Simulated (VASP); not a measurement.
# F (Im-3m) in VASP: a series of runs

Runs on F. Level: PBEsol. Tasks: single point.

All numbers are computed with VASP 6.6.1; they aren't measurements. Logs are shortened: lines on timing, memory, paths and dates and some standing lists are left out, and cuts for length are marked.

### Step 1. The cell of the first run

It takes space group Im-3m (No. 229, cubic). Conventional cell: a = 2.413 Å, b = 2.413 Å, c = 2.413 Å, α = 90.00°, β = 90.00°, γ = 90.00°. Within 2.8 Å of F (site symmetry m-3m) lie 14 F at 2.09 to 2.41 Å.

### Step 2. Single point, PBEsol (volume scaled by 0.76)

Contents of INCAR:

```
SYSTEM = F
PREC = Accurate ; ENCUT = 520
EDIFF = 1E-6 ; ISMEAR = -1
SIGMA = 0.1 ; LREAL = .FALSE.
LASPH = .TRUE. ; NELM = 100
ALGO = Normal ; ISIF = 2
LWAVE = .FALSE. ; LCHARG = .FALSE.
GGA = PS ; NBANDS = 10
```

Contents of KPOINTS:

```
Automatic mesh
0
G
  20 20 20
  0 0 0
```

Contents of POSCAR:

```
F
1.0
   -1.2064017937      1.2064017937      1.2064017937
    1.2064017937     -1.2064017937      1.2064017937
    1.2064017937      1.2064017937     -1.2064017937
F
1
Direct
    0.0000000000      0.0000000000      0.0000000000
```

Potentials or basis: VASP PAW PBE potentials, release 64 (F).

Launch:

```console
> cat potpaw_PBE.64/F/POTCAR > POTCAR
> mpirun -np 1 vasp_std > vasp.out
```

OUTCAR:

```text
SYSTEM = F
   PREC = Accurate
   ENCUT = 520
   EDIFF = 1E-6
   ISMEAR = -1
   LREAL = .FALSE.
   LASPH = .TRUE.
   NELM = 100
   ISIF = 2
   GGA = PS

 ion  position               nearest neighbor table
   1  0.000  0.000  0.000-

  LATTYP: Found a body centered cubic cell.
 ALAT       =     2.4128035874

  Lattice vectors:

 A1 = (  -1.2064017937,   1.2064017937,   1.2064017937)
 A2 = (   1.2064017937,  -1.2064017937,   1.2064017937)
 A3 = (   1.2064017937,   1.2064017937,  -1.2064017937)

Analysis of symmetry for initial positions (statically):
=====================================================================
 Subroutine PRICEL returns:
 Original cell was already a primitive cell.

 Routine SETGRP: Setting up the symmetry group for a
 body centered cubic supercell.

 Subroutine GETGRP returns: Found 48 space group operations
 (whereof 48 operations were pure point group operations)
 out of a pool of 48 trial point group operations.

The static configuration has the point symmetry O_h .

Analysis of symmetry for dynamics (positions and initial velocities):
=====================================================================
 Subroutine PRICEL returns:
 Original cell was already a primitive cell.

 Routine SETGRP: Setting up the symmetry group for a
 body centered cubic supercell.

 Subroutine GETGRP returns: Found 48 space group operations
 (whereof 48 operations were pure point group operations)
 out of a pool of 48 trial point group operations.

The dynamic configuration has the point symmetry O_h .

 Subroutine INISYM returns: Found 48 space group operations
 (whereof 48 operations are pure point group operations),
 and found     1 'primitive' translations

----------------------------------------------------------------------------------------

                                     Primitive cell

  volume of cell :       7.0232

  direct lattice vectors                    reciprocal lattice vectors
    -1.206401794  1.206401794  1.206401794     0.000000000  0.414455617  0.414455617
     1.206401794 -1.206401794  1.206401794     0.414455617  0.000000000  0.414455617
     1.206401794  1.206401794 -1.206401794     0.414455617  0.414455617  0.000000000

  length of vectors
     2.089549201  2.089549201  2.089549201     0.586128755  0.586128755  0.586128755

  position of ions in fractional coordinates (direct lattice)
     0.000000000  0.000000000  0.000000000

  ion indices of the primitive-cell ions
   primitive index   ion index
                 1           1

----------------------------------------------------------------------------------------

 KPOINTS: Automatic mesh

Automatic generation of k-mesh.
 Grid dimensions read from file:
 generate k-points for:   20   20   20

 Generating k-lattice:

  Cartesian coordinates                     Fractional coordinates (reciprocal lattice)
     0.000000000  0.020722781  0.020722781     0.050000000  0.000000000  0.000000000
     0.020722781  0.000000000  0.020722781     0.000000000  0.050000000  0.000000000
     0.020722781  0.020722781  0.000000000     0.000000000  0.000000000  0.050000000

  Length of vectors
     0.029306438  0.029306438  0.029306438

  Shift w.r.t. Gamma in fractional coordinates (k-lattice)
     0.000000000  0.000000000  0.000000000

 Subroutine IBZKPT returns following result:
 ===========================================

 Found    256 irreducible k-points:

 Following reciprocal coordinates:
            Coordinates               Weight
  0.000000  0.000000  0.000000      1.000000
  0.050000  0.000000  0.000000     12.000000
  0.100000  0.000000  0.000000     12.000000
  0.150000  0.000000  0.000000     12.000000
  0.200000  0.000000  0.000000     12.000000
  0.250000  0.000000  0.000000     12.000000
[... 16 lines left out ...]
  0.200000  0.100000  0.000000     48.000000
  0.250000  0.100000 -0.000000     48.000000
 [... further k-points ...]
   k-points           NKPTS =    256   k-points in BZ     NKDIM =    256   number of bands    NBANDS=     10
   number of dos      NEDOS =    301   number of ions     NIONS =      1
   total plane-waves  NPLWV =   4096
   dimension x,y,z NGX =    16 NGY =   16 NGZ =   16
   dimension x,y,z NGXF=    32 NGYF=   32 NGZF=   32
   ions per type =               1
   NGX,Y,Z   is equivalent  to a cutoff of  12.73, 12.73, 12.73 a.u.
   NGXF,Y,Z  is equivalent  to a cutoff of  25.46, 25.46, 25.46 a.u.
 SYSTEM =  F
   PREC   = accura    normal or accurate (medium, high low for compatibility)
   ISTART =      0    job   : 0-new  1-cont  2-samecut
   ICHARG =      2    charge: 1-file 2-atom 10-const
   ISPIN  =      1    spin polarized calculation?
   LNONCOLLINEAR =      F non collinear calculations
   LSORBIT =      F    spin-orbit coupling
   LASPH  =      T    aspherical Exc in radial PAW
   ENCUT  =  520.0 eV  38.22 Ry    6.18 a.u.   3.89  3.89  3.89*2*pi/ulx,y,z
   NELM   =    100;   NELMIN=  2; NELMDL= -5     # of ELM steps
   EDIFF  = 0.1E-05   stopping-criterion for ELM
   LREAL  =      F    real-space projection
   EDIFFG = 0.1E-04   stopping-criterion for IOM
   NSW    =      0    number of steps for IOM
   IBRION =     -1    ionic relax: 0-MD 1-quasi-New 2-CG
   NFREE  =      0    steps in history (QN), initial steepest desc. (CG)
   ISIF   =      2    stress and relaxation
   ISYM   =      2    0-nonsym 1-usesym 2-fastsym
   POTIM  = 0.5000    time-step for ionic-motion
   TEBEG  =    0.0;   TEEND  =   0.0 temperature during run
   PSTRESS=    0.0 pullay stress
   NELECT =       7.0000    total number of electrons
   NUPDOWN=      -1.0000    fix difference up-down
   EMIN   =  10.00;   EMAX   =-10.00  energy-range for DOS
   EFERMI =   0.00;   METHOD = LEGACY
   ISMEAR =    -1;   SIGMA  =   0.10  broadening in eV -4-tet -1-fermi 0-gaus
   EFERMI_NEDOS =   21; number of points for ismear=-14 and -15
   IALGO  =     38    algorithm
   IMIX   =      4    mixing-type and parameters
     AMIX     =   0.40;   BMIX     =  1.00
     AMIX_MAG =   1.60;   BMIX_MAG =  1.00
  volume/ion in A,a.u.               =       7.02        47.39
  Fermi-wavevector in a.u.,A,eV,Ry     =   1.635293  3.090255 36.384465  2.674183
  Thomas-Fermi vector in A             =   2.726790
   LORBIT       =      0    0 simple, 1 ext, 2 COOP (PROOUT), +10 PAW based schemes
   GGA     = PS    functional components
   LHFCALC =     F    Hartree Fock is set to
   AEXX    =    0.0000 exact exchange contribution
   IVDW    =     0    specifies the selected vdW correction
   LEPSILON=     F    determine dielectric tensor
   LRPA    =     F    only Hartree local field effects (RPA)
 non-spin polarized calculation
  energy-cutoff  :      520.00
  volume of cell :        7.02
 maximum number of plane-waves:       202
   NGX =  7   NGY =  7   NGZ =  7

 number of electron       7.0000006 magnetization

 Free energy of the ion-electron system (eV)
  ---------------------------------------------------
  ext. energy  EPLUGINS =         0.00000000
  ---------------------------------------------------
  free energy    TOTEN  =        -0.80094930 eV

  energy without entropy =       -0.74573333  energy(sigma->0) =       -0.77334131

 E-fermi :   0.6003     XC(G=0): -12.7971

 val. band max:        0.5903095667   @ k =   0.4000   0.2000  -0.0000
 cond. band min:       0.6031695474   @ k =   0.3500   0.2000   0.0000
 fundamental gap:      0.0128599807
 Fermi energy:         0.6003147779

 k-point     1 :       0.0000    0.0000    0.0000
  band No.  band energies     occupation
      1     -24.1406      2.00000
      2       1.4043      0.00064
      3       1.4043      0.00064
      4       1.4043      0.00064
      5      18.1420      0.00000
      6      41.7158      0.00000
      7      41.7158      0.00000
      8      41.7158      0.00000
      9      45.5768      0.00000
     10      45.5768      0.00000

 k-point     2 :       0.0500    0.0000    0.0000
  band No.  band energies     occupation
      1     -24.0696      2.00000
      2       1.2063      0.00466
      3       1.3566      0.00104
      4       1.3980      0.00069
      5      18.3202      0.00000
      6      40.7539      0.00000
      7      40.9297      0.00000
      8      41.9347      0.00000
      9      44.2430      0.00000
     10      44.8089      0.00000

 k-point     3 :       0.1000    0.0000    0.0000
  band No.  band energies     occupation
      1     -23.8623      2.00000
      2       0.6428      0.79075
      3       1.2187      0.00412
      4       1.3787      0.00083
      5      18.8151      0.00000
      6      38.1549      0.00000
      7      39.3480      0.00000
      8      42.5746      0.00000
      9      43.6873      0.00000
     10      44.0482      0.00000

 k-point     4 :       0.1500    0.0000    0.0000
  band No.  band energies     occupation
      1     -23.5263      2.00000
      2      -0.2082      1.99938
      3       1.0082      0.03328
      4       1.3483      0.00113
      5      19.5405      0.00000
      6      35.3657      0.00000
      7      37.6826      0.00000
      8      42.7714      0.00000
      9      43.6032      0.00000
     10      44.5698      0.00000

 k-point     5 :       0.2000    0.0000    0.0000
  band No.  band energies     occupation
      1     -23.0782      2.00000
      2      -1.2520      2.00000
      3       0.7500      0.36571
      4       1.3094      0.00166
      5      20.3833      0.00000
      6      32.8795      0.00000
      7      36.1495      0.00000
      8      42.1306      0.00000
      9      44.9652      0.00000
     10      45.3979      0.00000

 k-point     6 :       0.2500    0.0000    0.0000
  band No.  band energies     occupation
      1     -22.5413      2.00000
      2      -2.3935      2.00000
      3       0.4724      1.56457
      4       1.2652      0.00259
      5      21.2220      0.00000
      6      30.8278      0.00000
      7      34.8167      0.00000
      8      41.7641      0.00000
      9      46.3969      0.00000
     10      46.5840      0.00000

 k-point     7 :       0.3000    0.0000    0.0000
  band No.  band energies     occupation
      1     -21.9538      2.00000
      2      -3.5412      2.00000
      3       0.2031      1.96301
      4       1.2200      0.00406
      5      21.9215      0.00000
      6      29.2829      0.00000
      7      33.7107      0.00000
      8      41.6415      0.00000
      9      47.4388      0.00000
     10      48.3519      0.00000

 k-point     8 :       0.3500    0.0000    0.0000
  band No.  band energies     occupation
      1     -21.3681      2.00000
      2      -4.6017      2.00000
      3      -0.0331      1.99646
      4       1.1785      0.00615
      5      22.3650      0.00000
      6      28.3010      0.00000
      7      32.8436      0.00000
      8      41.7147      0.00000
      9      48.3707      0.00000
     10      50.1341      0.00000

 k-point     9 :       0.4000    0.0000    0.0000
  band No.  band energies     occupation
      1     -20.8550      2.00000
      2      -5.4747      2.00000
      3      -0.2163      1.99943
      4       1.1448      0.00860
      5      22.5150      0.00000
      6      27.8378      0.00000
      7      32.2211      0.00000
      8      41.8933      0.00000
      9      49.0505      0.00000
     10      51.7101      0.00000
[... 118 lines left out ...]
 k-point    19 :       0.4000    0.0500    0.0000
  band No.  band energies     occupation
      1     -20.6243      2.00000
      2      -5.7617      2.00000
      3      -0.3659      1.99987
      4       1.0583      0.02031
      5      22.6590      0.00000
      6      27.7015      0.00000
      7      31.8165      0.00000
      8      42.1356      0.00000
      9      49.6558      0.00000
     10      52.2946      0.00000

 k-point    20 :       0.4500    0.0500   -0.0000
  band No.  band energies     occupation
      1     -20.3768      2.00000
      2      -6.1552      2.00000
      3      -0.4493      1.99994
      4       1.0422      0.02380
      5      22.6230      0.00000
      6      27.6443      0.00000
      7      31.5816      0.00000
      8      42.2592      0.00000
      9      49.8838      0.00000
     10      53.0986      0.00000

 k-point    21 :       0.1000    0.1000    0.0000
  band No.  band energies     occupation
      1     -23.3310      2.00000
      2      -0.6242      1.99999
      3       0.9572      0.05484
      4       1.2032      0.00480
      5      19.9437      0.00000
      6      34.5838      0.00000
      7      36.1420      0.00000
      8      42.4711      0.00000
      9      44.1350      0.00000
     10      46.2899      0.00000

 k-point    22 :       0.1500    0.1000    0.0000
  band No.  band energies     occupation
      1     -22.8925      2.00000
      2      -1.5414      2.00000
      3       0.6678      0.67478
      4       1.1263      0.01034
      5      20.7557      0.00000
      6      32.4719      0.00000
      7      34.7423      0.00000
      8      42.3484      0.00000
      9      45.3684      0.00000
     10      47.1074      0.00000

 k-point    23 :       0.2000    0.1000    0.0000
  band No.  band energies     occupation
      1     -22.3695      2.00000
      2      -2.5502      2.00000
      3       0.3250      1.88013
      4       1.0615      0.01966
      5      21.5902      0.00000
      6      30.5827      0.00000
      7      33.6193      0.00000
      8      42.2784      0.00000
      9      46.8172      0.00000
     10      47.9849      0.00000

 k-point    24 :       0.2500    0.1000   -0.0000
  band No.  band energies     occupation
      1     -21.7997      2.00000
      2      -3.5746      2.00000
      3      -0.0169      1.99583
      4       1.0014      0.03558
      5      22.3255      0.00000
      6      29.0998      0.00000
      7      32.7123      0.00000
      8      42.2808      0.00000
      9      48.4032      0.00000
     10      48.9447      0.00000

 [... further k-points ...]
[... 5 lines left out ...]
  --------------------------------------------------------------------------------------
  -------------------------------------------------------------------------------------
  Total        1.7086133      1.7086133      1.7086133     -0.0000000     -0.0000000      0.0000000
  in kB      389.7790109    389.7790109    389.7790109     -0.0000000     -0.0000000      0.0000000
  external PRESSURE =     389.7790109 kB  Pullay stress =       0.0000000 kB

 VOLUME and BASIS-vectors are now :
 -----------------------------------------------------------------------------
  energy-cutoff  :      520.00
  volume of cell :        7.02
      direct lattice vectors                 reciprocal lattice vectors
    -1.206401794  1.206401794  1.206401794     0.000000000  0.414455617  0.414455617
     1.206401794 -1.206401794  1.206401794     0.414455617  0.000000000  0.414455617
     1.206401794  1.206401794 -1.206401794     0.414455617  0.414455617  0.000000000

 POSITION                                       TOTAL-FORCE (eV/Angst)
 -----------------------------------------------------------------------------------
      0.00000      0.00000      0.00000         0.000000      0.000000      0.000000
 -----------------------------------------------------------------------------------
    total drift:                               -0.000000      0.000000      0.000000

  FREE ENERGIE OF THE ION-ELECTRON SYSTEM (eV)
  ---------------------------------------------------
  free  energy   TOTEN  =        -0.8009493014 eV

  energy  without entropy=       -0.7457333257  energy(sigma->0) =       -0.77334131
```

Wall time 6.2 s (1 thread of AMD EPYC 9R45 (Zen 5), shared host); peak memory 0.09 GiB.

Results:

```
Free energy : -0.8009 eV
Pressure    : 39.0 GPa
```

Levels at points of the mesh, in eV from the Fermi level:
| k point | band 1 | band 2 | band 3 | band 4 | band 5 | band 6 | band 7 | band 8 |
| --- | --- | --- | --- | --- | --- | --- | --- | --- |
| (0.00, 0.00, 0.00) | -24.74 | 0.80 | 0.80 | 0.80 | 17.54 | 41.12 | 41.12 | 41.12 |
| (0.50, 0.00, 0.00) | -20.97 | -6.86 | -0.97 | 0.52 | 21.87 | 27.09 | 31.12 | 41.55 |
| (0.50, 0.50, 0.50) | -18.91 | -3.45 | -3.45 | -3.45 | 20.55 | 20.55 | 38.33 | 38.33 |

Caveat: the PAW data sets were made with another functional, which shifts forces and pressure a little; an odd number of electrons without spin polarisation forces a metal; a magnetic or distorted state may lie lower.

### Step 3. Single point, PBEsol (volume scaled by 0.84)

Contents of INCAR:

```
PREC     = Accurate       # precision mode
ENCUT    = 520            # plane-wave cutoff, eV
EDIFF    = 1E-7           # SCF threshold, eV
ISMEAR   = -1             # smearing method
SIGMA    = 0.1            # smearing width, eV
LREAL    = False          # projectors in reciprocal space
LASPH    = True           # aspherical terms in the spheres
NELM     = 100            # most SCF steps
ALGO     = Normal         # electronic algorithm
ISIF     = 2              # what is computed and relaxed
LWAVE    = False          # write WAVECAR
LCHARG   = True           # write CHGCAR
GGA      = PS             # functional
LELF     = True           # ELF
LVHAR    = True         
NBANDS   = 10             # bands
```

Contents of KPOINTS:

```
regular mesh
0
Gamma
  20 20 20
```

Contents of POSCAR:

```
F
1.0
   -1.2473276190      1.2473276190      1.2473276190
    1.2473276190     -1.2473276190      1.2473276190
    1.2473276190      1.2473276190     -1.2473276190
F
1
Direct
    0.0000000000      0.0000000000      0.0000000000
```

Potentials or basis: VASP PAW PBE potentials, release 64 (F).

Launch:

```console
> cat potpaw_PBE.64/F/POTCAR > POTCAR
> mpirun -np 1 vasp_std > vasp.out
```

Run time: 7.1 s. Hardware: 1 thread of AMD EPYC 9R45 (Zen 5), shared host; peak memory 0.09 GiB.

Results (log left out):

| Item | Value |
| --- | --- |
| Free energy | -0.9345 eV |
| Pressure | 18.4 GPa |

Levels at points of the mesh, in eV from the Fermi level:
```
           k point  band 2  band 3  band 4  band 5  band 6  band 7
(0.00, 0.00, 0.00)    0.69    0.69    0.69   16.17   39.70   39.70
(0.50, 0.00, 0.00)   -5.93   -0.84    0.45   21.19   25.57   30.35
(0.50, 0.50, 0.50)   -2.99   -2.99   -2.99   20.45   20.45   36.26
```

Caveat: the PAW data sets were made with another functional, which shifts forces and pressure a little; an odd number of electrons without spin polarisation forces a metal; a magnetic or distorted state may lie lower.
